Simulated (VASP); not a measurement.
# Ge (Cmcm) in VASP: notebook, part 2 of 2

VASP 6.6.1.

### Step 4. Single point, PBEsol

Input file INCAR:

```
ALGO     = Normal         # electronic algorithm
EDIFF    = 1E-6           # SCF threshold, eV
ENCUT    = 520            # plane-wave cutoff, eV
GGA      = PS             # functional
ISIF     = 2              # what is computed and relaxed
ISMEAR   = 1              # smearing method
LASPH    = T              # aspherical terms in the spheres
LCHARG   = T              # write CHGCAR
LELF     = T              # ELF
LREAL    = F              # projectors in reciprocal space
LVHAR    = T            
LWAVE    = F              # write WAVECAR
NBANDS   = 21             # bands
NELM     = 80             # most SCF steps
PREC     = Accurate       # precision mode
SIGMA    = 0.1            # smearing width, eV
```

Input file KPOINTS:

```
k-points
0
Gamma
  11 11 6
```

Input file POSCAR:

```
Ge
1.0
    1.4880530000     -2.5946900000      0.0000000000
    1.4880530000      2.5946900000      0.0000000000
    0.0000000000      0.0000000000      4.7275960000
Ge
2
Direct
    0.6665530000      0.3334470000      0.2500000000
    0.3334470000      0.6665530000      0.7500000000
```

Potentials or basis: VASP PAW PBE potentials, release 64 (Ge_d).

The run is started by

```console
$ cat potpaw_PBE.64/Ge_d/POTCAR > POTCAR
$ mpirun -np 1 vasp_std > vasp.out
```

OUTCAR:

```text
EDIFF = 1E-6
   ENCUT = 520
   GGA = PS
   ISIF = 2
   ISMEAR = 1
   LASPH = T
   LREAL = F
   NELM = 80
   PREC = Accurate

 ion  position               nearest neighbor table
   1  0.667  0.333  0.250-
   2  0.333  0.667  0.750-

  LATTYP: Found a base centered orthorhombic cell.
 ALAT       =     2.9761060000
 B/A-ratio  =     1.7436811726
 C/A-ratio  =     1.5885173445

  Lattice vectors:

 A1 = (   1.4880530000,  -2.5946900000,   0.0000000000)
 A2 = (   1.4880530000,   2.5946900000,   0.0000000000)
 A3 = (   0.0000000000,   0.0000000000,   4.7275960000)

Analysis of symmetry for initial positions (statically):
=====================================================================
 Subroutine PRICEL returns:
 Original cell was already a primitive cell.

 Routine SETGRP: Setting up the symmetry group for a
 base centered orthorhombic supercell.

 Subroutine GETGRP returns: Found  8 space group operations
 (whereof  4 operations were pure point group operations)
 out of a pool of  8 trial point group operations.

The static configuration has the point symmetry C_2h.
 The point group associated with its full space group is D_2h.

Analysis of symmetry for dynamics (positions and initial velocities):
=====================================================================
 Subroutine PRICEL returns:
 Original cell was already a primitive cell.

 Routine SETGRP: Setting up the symmetry group for a
 base centered orthorhombic supercell.

 Subroutine GETGRP returns: Found  8 space group operations
 (whereof  4 operations were pure point group operations)
 out of a pool of  8 trial point group operations.

The dynamic configuration has the point symmetry C_2h.
 The point group associated with its full space group is D_2h.

 Subroutine INISYM returns: Found  8 space group operations
 (whereof  4 operations are pure point group operations),
 and found     1 'primitive' translations

----------------------------------------------------------------------------------------

                                     Primitive cell

  volume of cell :      36.5068

  direct lattice vectors                    reciprocal lattice vectors
     1.488053000 -2.594690000  0.000000000     0.336009537 -0.192701248  0.000000000
     1.488053000  2.594690000  0.000000000     0.336009537  0.192701248  0.000000000
     0.000000000  0.000000000  4.727596000     0.000000000  0.000000000  0.211523997

  length of vectors
     2.991106472  2.991106472  4.727596000     0.387345040  0.387345040  0.211523997

  position of ions in fractional coordinates (direct lattice)
     0.666553000  0.333447000  0.250000000
     0.333447000  0.666553000  0.750000000

  ion indices of the primitive-cell ions
   primitive index   ion index
                 1           1
                 2           2

----------------------------------------------------------------------------------------

 KPOINTS: k-points

Automatic generation of k-mesh.
 Grid dimensions read from file:
 generate k-points for:   11   11    6

 Generating k-lattice:

  Cartesian coordinates                     Fractional coordinates (reciprocal lattice)
     0.030546322 -0.017518295  0.000000000     0.090909091  0.000000000  0.000000000
     0.030546322  0.017518295  0.000000000     0.000000000  0.090909091  0.000000000
     0.000000000  0.000000000  0.035253999     0.000000000  0.000000000  0.166666667

  Length of vectors
     0.035213185  0.035213185  0.035253999

  Shift w.r.t. Gamma in fractional coordinates (k-lattice)
     0.000000000  0.000000000  0.000000000

 Subroutine IBZKPT returns following result:
 ===========================================

 Found    144 irreducible k-points:

 Following reciprocal coordinates:
            Coordinates               Weight
  0.000000  0.000000  0.000000      1.000000
  0.090909 -0.000000  0.000000      4.000000
  0.181818  0.000000  0.000000      4.000000
  0.272727  0.000000  0.000000      4.000000
  0.363636  0.000000  0.000000      4.000000
  0.454545  0.000000  0.000000      4.000000
[... 16 lines left out ...]
 -0.272727  0.181818  0.000000      4.000000
 -0.181818  0.181818  0.000000      2.000000
 [... further k-points ...]
   k-points           NKPTS =    144   k-points in BZ     NKDIM =    144   number of bands    NBANDS=     21
   number of dos      NEDOS =    301   number of ions     NIONS =      2
   total plane-waves  NPLWV =  20736
   dimension x,y,z NGX =    24 NGY =   24 NGZ =   36
   dimension x,y,z NGXF=    48 NGYF=   48 NGZF=   72
   ions per type =               2
   NGX,Y,Z   is equivalent  to a cutoff of  13.34, 13.34, 12.66 a.u.
   NGXF,Y,Z  is equivalent  to a cutoff of  26.68, 26.68, 25.32 a.u.
 SYSTEM =  unknown system
   PREC   = accura    normal or accurate (medium, high low for compatibility)
   ISTART =      0    job   : 0-new  1-cont  2-samecut
   ICHARG =      2    charge: 1-file 2-atom 10-const
   ISPIN  =      1    spin polarized calculation?
   LNONCOLLINEAR =      F non collinear calculations
   LSORBIT =      F    spin-orbit coupling
   LASPH  =      T    aspherical Exc in radial PAW
   ENCUT  =  520.0 eV  38.22 Ry    6.18 a.u.   5.56  5.56  8.79*2*pi/ulx,y,z
   NELM   =     80;   NELMIN=  2; NELMDL= -5     # of ELM steps
   EDIFF  = 0.1E-05   stopping-criterion for ELM
   LREAL  =      F    real-space projection
   EDIFFG = 0.1E-04   stopping-criterion for IOM
   NSW    =      0    number of steps for IOM
   IBRION =     -1    ionic relax: 0-MD 1-quasi-New 2-CG
   NFREE  =      0    steps in history (QN), initial steepest desc. (CG)
   ISIF   =      2    stress and relaxation
   ISYM   =      2    0-nonsym 1-usesym 2-fastsym
   POTIM  = 0.5000    time-step for ionic-motion
   TEBEG  =    0.0;   TEEND  =   0.0 temperature during run
   PSTRESS=    0.0 pullay stress
   NELECT =      28.0000    total number of electrons
   NUPDOWN=      -1.0000    fix difference up-down
   EMIN   =  10.00;   EMAX   =-10.00  energy-range for DOS
   EFERMI =   0.00;   METHOD = LEGACY
   ISMEAR =     1;   SIGMA  =   0.10  broadening in eV -4-tet -1-fermi 0-gaus
   EFERMI_NEDOS =   21; number of points for ismear=-14 and -15
   IALGO  =     38    algorithm
   IMIX   =      4    mixing-type and parameters
     AMIX     =   0.40;   BMIX     =  1.00
     AMIX_MAG =   1.60;   BMIX_MAG =  1.00
  volume/ion in A,a.u.               =      18.25       123.18
  Fermi-wavevector in a.u.,A,eV,Ry     =   1.498544  2.831837 30.553698  2.245633
  Thomas-Fermi vector in A             =   2.610289
   LORBIT       =      0    0 simple, 1 ext, 2 COOP (PROOUT), +10 PAW based schemes
   GGA     = PS    functional components
   LHFCALC =     F    Hartree Fock is set to
   AEXX    =    0.0000 exact exchange contribution
   IVDW    =     0    specifies the selected vdW correction
   LEPSILON=     F    determine dielectric tensor
   LRPA    =     F    only Hartree local field effects (RPA)
 non-spin polarized calculation
 Methfessel and Paxton  Order N= 1 SIGMA  =   0.10
  energy-cutoff  :      520.00
  volume of cell :       36.51
 maximum number of plane-waves:      1014
   NGX = 11   NGY = 11   NGZ = 17

 number of electron      28.0000012 magnetization

 Free energy of the ion-electron system (eV)
  ---------------------------------------------------
  ext. energy  EPLUGINS =         0.00000000
  ---------------------------------------------------
  free energy    TOTEN  =        -9.31780622 eV

  energy without entropy =       -9.31853939  energy(sigma->0) =       -9.31805061

 E-fermi :   7.0145     XC(G=0): -11.6053

 val. band max:        6.9691133277   @ k =   0.1818   0.1818   0.0000
 cond. band min:       7.0194333272   @ k =  -0.3636   0.2727   0.3333
 fundamental gap:      0.0503199996
 Fermi energy:         7.0145077764

 k-point     1 :       0.0000    0.0000    0.0000
  band No.  band energies     occupation
      1     -17.6498      2.00000
      2     -17.6472      2.00000
      3     -17.6437      2.00000
      4     -17.6385      2.00000
      5     -17.6362      2.00000
      6     -17.6348      2.00000
[... 13 lines left out ...]
     20      19.8240      0.00000
     21      21.0940      0.00000

 k-point     2 :       0.0909   -0.0000    0.0000
  band No.  band energies     occupation
      1     -17.6546      2.00000
      2     -17.6470      2.00000
      3     -17.6392      2.00000
      4     -17.6319      2.00000
      5     -17.6302      2.00000
      6     -17.6269      2.00000
[... 520 lines left out ...]
 k-point    24 :      -0.1818    0.1818    0.0000
  band No.  band energies     occupation
      1     -17.6719      2.00000
      2     -17.6449      2.00000
      3     -17.6305      2.00000
      4     -17.6279      2.00000
      5     -17.6249      2.00000
      6     -17.6183      2.00000
[... 13 lines left out ...]
     20      20.0893      0.00000
     21      21.2205      0.00000

 [... further k-points ...]
[... 5 lines left out ...]
  --------------------------------------------------------------------------------------
  -------------------------------------------------------------------------------------
  Total       -0.4579161     -0.3689897      1.0785369      0.0000000     -0.0000000      0.0000000
  in kB      -20.0965842    -16.1938668     47.3337992      0.0000000     -0.0000000      0.0000000
  external PRESSURE =       3.6811161 kB  Pullay stress =       0.0000000 kB

 VOLUME and BASIS-vectors are now :
 -----------------------------------------------------------------------------
  energy-cutoff  :      520.00
  volume of cell :       36.51
      direct lattice vectors                 reciprocal lattice vectors
     1.488053000 -2.594690000  0.000000000     0.336009537 -0.192701248  0.000000000
     1.488053000  2.594690000  0.000000000     0.336009537  0.192701248  0.000000000
     0.000000000  0.000000000  4.727596000     0.000000000  0.000000000  0.211523997

 POSITION                                       TOTAL-FORCE (eV/Angst)
 -----------------------------------------------------------------------------------
      1.48805     -0.86431      1.18190         0.000000      0.007802      0.000000
      1.48805      0.86431      3.54570         0.000000     -0.007802     -0.000000
 -----------------------------------------------------------------------------------
    total drift:                               -0.000000     -0.000000     -0.000000

  FREE ENERGIE OF THE ION-ELECTRON SYSTEM (eV)
  ---------------------------------------------------
  free  energy   TOTEN  =        -9.3178062242 eV

  energy  without entropy=       -9.3185393911  energy(sigma->0) =       -9.31805061
```

Run time: 54 s. Hardware: 1 thread of Intel Xeon Platinum 8259CL at 2.50GHz (Skylake/Cascade Lake), shared host; peak memory 0.21 GiB.

What came out:

| Quantity | Value |
| --- | --- |
| Free energy | -9.3178 eV |
| Pressure | 0.4 GPa |
| Largest force | 0.008 eV/Å |
| Band gap on the k mesh | zero (band 14 reaches 13.67 eV, above the bottom of band 15 at 4.30 eV) |

Forces on the atoms (eV/Å):
```
Ge   0.000  0.008  0.000
Ge   0.000 -0.008  0.000
```

Stress tensor (GPa, compression positive):
```
-2.01  0.00  0.00
 0.00 -1.62  0.00
 0.00  0.00  4.73
```

Caveat: the PAW data sets were made with another functional, which shifts forces and pressure a little.

### Step 5. Single point, PBEsol

Input file INCAR:

```
SYSTEM = Ge
  ALGO = Normal
  EDIFF = 1E-6
  ENCUT = 520
  GGA = PS
  ISIF = 2
  ISMEAR = 1
  LASPH = .TRUE.
  LCHARG = .FALSE.
  LREAL = .FALSE.
  LWAVE = .FALSE.
  NBANDS = 21
  NELM = 100
  PREC = Accurate
  SIGMA = 0.05
```

Input file KPOINTS:

```
k-points
0
G
  11 11 6
  0 0 0
```

POSCAR is that of step 4.

The run is started by

```console
$ cat potpaw_PBE.64/Ge_d/POTCAR > POTCAR
$ mpirun -np 1 vasp_std > vasp.out
```

Wall time 52 s (1 thread of Intel Xeon Platinum 8259CL at 2.50GHz (Skylake/Cascade Lake), shared host); peak memory 0.21 GiB.

The run converged. Its results:

| Quantity | Value |
| --- | --- |
| Free energy | -9.3182 eV |
| Pressure | 0.4 GPa |
| Largest force | 0.008 eV/Å |
| Band gap on the k mesh | zero (band 14 reaches 13.67 eV, above the bottom of band 15 at 4.30 eV) |

Forces in eV/Å, atoms in the order of the input:
```
Ge   0.000  0.008  0.000
Ge   0.000 -0.008  0.000
```

Stress tensor (GPa, compression positive):
```
-1.97  0.00  0.00
 0.00 -1.60  0.00
 0.00  0.00  4.67
```

Levels at points of the mesh, in eV from the Fermi level:
```tsv
k point	band 12	band 13	band 14	band 15	band 16	band 17
(0.00, 0.00, 0.00)	-7.59	-5.64	6.50	6.61	8.58	8.69
(0.00, 0.00, 0.50)	-11.80	1.77	1.77	7.64	7.64	7.75
```

Caveat: the PAW data sets were made with another functional, which shifts forces and pressure a little.

### Step 6. The runs side by side

| smearing | gap on the mesh (eV) | pressure (GPa) | largest force (eV/Å) |
| --- | --- | --- | --- |
| methfessel-paxton 0.3 eV | none | 0.5 | 0.01 |
| methfessel-paxton 0.2 eV | none | 0.4 | 0.01 |
| methfessel-paxton 0.1 eV | none | 0.4 | 0.01 |
| methfessel-paxton 0.05 eV | none | 0.4 | 0.01 |

Alike in all rows: task single point; level PBEsol; potentials or basis VASP PAW PBE potentials, release 64 (Ge_d); no spin polarisation; cell as given; k mesh 11 × 11 × 6; cutoff (eV) 520.

Every run on the cell as given and a fine mesh finds a metal.

Caveats: the PAW data sets were made with another functional, which shifts forces and pressure a little.

Absolute energies hang on the potentials; compare differences alone.
